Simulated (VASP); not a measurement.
# Mo (Fm-3m) in VASP: single point with PBE

Aim: the single point of Mo with PBE.

Program: VASP 6.6.1. These are calculated values, not measurements. Logs are shortened: lines on timing, memory, paths and dates and some standing lists are left out, and cuts for length are marked.

## 1. The cell of the first run

Symmetry: Fm-3m, No. 225, cubic system. Conventional cell: a = 3.969 Å, b = 3.969 Å, c = 3.969 Å, α = 90.00°, β = 90.00°, γ = 90.00°. Within 3.7 Å of Mo (site symmetry m-3m) lie 12 Mo at 2.81 Å.

## 2. Single point, PBE

INCAR reads:

```
SYSTEM = Mo
  PREC = Accurate
  ENCUT = 520
  EDIFF = 1E-6
  ISMEAR = 0
  SIGMA = 0.05
  LREAL = .False.
  LASPH = .True.
  NELM = 60
  ALGO = Normal
  ISIF = 2
  LWAVE = .False.
  LCHARG = .True.
  GGA = PE
  LELF = .True.
  LVHAR = .True.
  NBANDS = 13
```

KPOINTS reads:

```
Automatic mesh
0
Gamma
  8 8 8
  0 0 0
```

POSCAR reads:

```
Mo
1.0
    0.0000000000      1.9843740664      1.9843740664
    1.9843740664      0.0000000000      1.9843740664
    1.9843740664      1.9843740664      0.0000000000
Mo
1
Direct
    0.0000000000      0.0000000000      0.0000000000
```

Potentials or basis: VASP PAW PBE potentials, release 64 (Mo_sv).

Run with:

```bash
$ cat potpaw_PBE.64/Mo_sv/POTCAR > POTCAR
$ mpirun -np 1 vasp_std > vasp.out
```

OUTCAR:

```text
SYSTEM = Mo
   PREC = Accurate
   ENCUT = 520
   EDIFF = 1E-6
   ISMEAR = 0
   LREAL = .False.
   LASPH = .True.
   NELM = 60
   ISIF = 2
   GGA = PE

 ion  position               nearest neighbor table
   1  0.000  0.000  0.000-

  LATTYP: Found a face centered cubic cell.
 ALAT       =     3.9687481328

  Lattice vectors:

 A1 = (   0.0000000000,   1.9843740664,   1.9843740664)
 A2 = (   1.9843740664,   0.0000000000,   1.9843740664)
 A3 = (   1.9843740664,   1.9843740664,   0.0000000000)

Analysis of symmetry for initial positions (statically):
=====================================================================
 Subroutine PRICEL returns:
 Original cell was already a primitive cell.

 Routine SETGRP: Setting up the symmetry group for a
 face centered cubic supercell.

 Subroutine GETGRP returns: Found 48 space group operations
 (whereof 48 operations were pure point group operations)
 out of a pool of 48 trial point group operations.

The static configuration has the point symmetry O_h .

Analysis of symmetry for dynamics (positions and initial velocities):
=====================================================================
 Subroutine PRICEL returns:
 Original cell was already a primitive cell.

 Routine SETGRP: Setting up the symmetry group for a
 face centered cubic supercell.

 Subroutine GETGRP returns: Found 48 space group operations
 (whereof 48 operations were pure point group operations)
 out of a pool of 48 trial point group operations.

The dynamic configuration has the point symmetry O_h .

 Subroutine INISYM returns: Found 48 space group operations
 (whereof 48 operations are pure point group operations),
 and found     1 'primitive' translations

----------------------------------------------------------------------------------------

                                     Primitive cell

  volume of cell :      15.6279

  direct lattice vectors                    reciprocal lattice vectors
     0.000000000  1.984374066  1.984374066    -0.251968622  0.251968622  0.251968622
     1.984374066  0.000000000  1.984374066     0.251968622 -0.251968622  0.251968622
     1.984374066  1.984374066  0.000000000     0.251968622  0.251968622 -0.251968622

  length of vectors
     2.806328718  2.806328718  2.806328718     0.436422456  0.436422456  0.436422456

  position of ions in fractional coordinates (direct lattice)
     0.000000000  0.000000000  0.000000000

  ion indices of the primitive-cell ions
   primitive index   ion index
                 1           1

[... 82 lines left out ...]
   NELECT =      14.0000    total number of electrons
   NUPDOWN=      -1.0000    fix difference up-down
   EMIN   =  10.00;   EMAX   =-10.00  energy-range for DOS
   EFERMI =   0.00;   METHOD = LEGACY
   ISMEAR =     0;   SIGMA  =   0.05  broadening in eV -4-tet -1-fermi 0-gaus
   EFERMI_NEDOS =   21; number of points for ismear=-14 and -15
   IALGO  =     38    algorithm
   IMIX   =      4    mixing-type and parameters
     AMIX     =   0.40;   BMIX     =  1.00
     AMIX_MAG =   1.60;   BMIX_MAG =  1.00
  volume/ion in A,a.u.               =      15.63       105.46
  Fermi-wavevector in a.u.,A,eV,Ry     =   1.578159  2.982287 33.886458  2.490584
  Thomas-Fermi vector in A             =   2.678732
   LORBIT       =      0    0 simple, 1 ext, 2 COOP (PROOUT), +10 PAW based schemes
   GGA     = PE    functional components
   LHFCALC =     F    Hartree Fock is set to
   AEXX    =    0.0000 exact exchange contribution
   IVDW    =     0    specifies the selected vdW correction
   LEPSILON=     F    determine dielectric tensor
   LRPA    =     F    only Hartree local field effects (RPA)
 non-spin polarized calculation
 Gauss-broadening in eV      SIGMA  =   0.05
  energy-cutoff  :      520.00
  volume of cell :       15.63
 maximum number of plane-waves:       444
 NGX is ok and might be reduce to    24
   NGX = 11   NGY = 11   NGZ = 11

 number of electron      13.9999999 magnetization

 Free energy of the ion-electron system (eV)
  ---------------------------------------------------
  ext. energy  EPLUGINS =         0.00000000
  ---------------------------------------------------
  free energy    TOTEN  =       -10.48944324 eV

  energy without entropy =      -10.48506411  energy(sigma->0) =      -10.48725368

 E-fermi :  12.1561     XC(G=0): -13.3690

 val. band max:       12.1527796490   @ k =   0.3750   0.1250   0.0000
 cond. band min:      12.1610174490   @ k =  -0.2500   0.1250   0.0000
 fundamental gap:      0.0082378000
 Fermi energy:        12.1560531056

 k-point     1 :       0.0000    0.0000    0.0000
  band No.  band energies     occupation
      1     -48.5037      2.00000
      2     -21.7936      2.00000
      3     -21.7936      2.00000
      4     -21.7936      2.00000
      5       5.3681      2.00000
      6      11.4389      2.00000
      7      11.4389      2.00000
      8      11.4389      2.00000
      9      14.2139      0.00000
     10      14.2139      0.00000
     11      25.2900      0.00000
     12      30.6610      0.00000
     13      30.6610      0.00000
[... 354 lines left out ...]
  band No.  band energies     occupation
      1     -48.2134      2.00000
      2     -23.0129      2.00000
      3     -22.3541      2.00000
      4     -22.0963      2.00000
      5       8.8132      2.00000
      6       9.7178      2.00000
      7      11.5639      2.00000
      8      12.6500      0.00000
      9      16.0050      0.00000
     10      19.8651      0.00000
     11      22.7856      0.00000
     12      27.7316      0.00000
     13      29.3667      0.00000

 [... further k-points ...]

------------------------ aborting loop because EDIFF is reached ----------------------------------------

  FORCE on cell =-STRESS in cart. coord.  units (eV):
  Direction    XX          YY          ZZ          XY          YZ          ZX
  --------------------------------------------------------------------------------------
  -------------------------------------------------------------------------------------
  Total        0.6246591      0.6246591      0.6246591      0.0000000      0.0000000      0.0000000
  in kB       64.0402534     64.0402534     64.0402534      0.0000000      0.0000000      0.0000000
  external PRESSURE =      64.0402534 kB  Pullay stress =       0.0000000 kB

 VOLUME and BASIS-vectors are now :
 -----------------------------------------------------------------------------
  energy-cutoff  :      520.00
  volume of cell :       15.63
      direct lattice vectors                 reciprocal lattice vectors
     0.000000000  1.984374066  1.984374066    -0.251968622  0.251968622  0.251968622
     1.984374066  0.000000000  1.984374066     0.251968622 -0.251968622  0.251968622
     1.984374066  1.984374066  0.000000000     0.251968622  0.251968622 -0.251968622

 POSITION                                       TOTAL-FORCE (eV/Angst)
 -----------------------------------------------------------------------------------
      0.00000      0.00000      0.00000        -0.000000      0.000000      0.000000
 -----------------------------------------------------------------------------------
    total drift:                               -0.000000      0.000000      0.000000

  FREE ENERGIE OF THE ION-ELECTRON SYSTEM (eV)
  ---------------------------------------------------
  free  energy   TOTEN  =       -10.4894432424 eV

  energy  without entropy=      -10.4850641122  energy(sigma->0) =      -10.48725368
```

OSZICAR:

```text
N       E                     dE             d eps       ncg     rms          rms(c)
DAV:   1     0.932714473022E+02    0.93271E+02   -0.79406E+03   754   0.111E+03
DAV:   2    -0.986244304536E+01   -0.10313E+03   -0.99074E+02   864   0.312E+02
DAV:   3    -0.110789090830E+02   -0.12165E+01   -0.12121E+01   829   0.337E+01
DAV:   4    -0.110816456851E+02   -0.27366E-02   -0.27366E-02   839   0.196E+00
DAV:   5    -0.110816638780E+02   -0.18193E-04   -0.18194E-04   859   0.142E-01    0.141E+01
DAV:   6    -0.105607132257E+02    0.52095E+00   -0.66709E-01   769   0.989E+00    0.400E+00
DAV:   7    -0.104927060158E+02    0.68007E-01   -0.12460E-01   819   0.407E+00    0.736E-01
DAV:   8    -0.104894803124E+02    0.32257E-02   -0.41614E-03   774   0.816E-01    0.141E-01
DAV:   9    -0.104894341947E+02    0.46118E-04   -0.16421E-04   819   0.156E-01    0.451E-02
DAV:  10    -0.104894426538E+02   -0.84591E-05   -0.11005E-05   844   0.374E-02    0.697E-03
DAV:  11    -0.104894432424E+02   -0.58852E-06   -0.19432E-07   442   0.449E-03
   1 F= -.10489443E+02 E0= -.10487254E+02  d E =-.437913E-02
```

It took 3.5 s on 1 thread of Intel Xeon 6975P-C (Granite Rapids), shared host; peak memory 0.13 GiB.

Results:

```yaml
Free_energy: -10.4894 eV
Pressure: 6.4 GPa
Band_gap_on_the_k_mesh: zero (band 7 reaches 16.31 eV, above the bottom of band 8 at 11.44 eV)
```
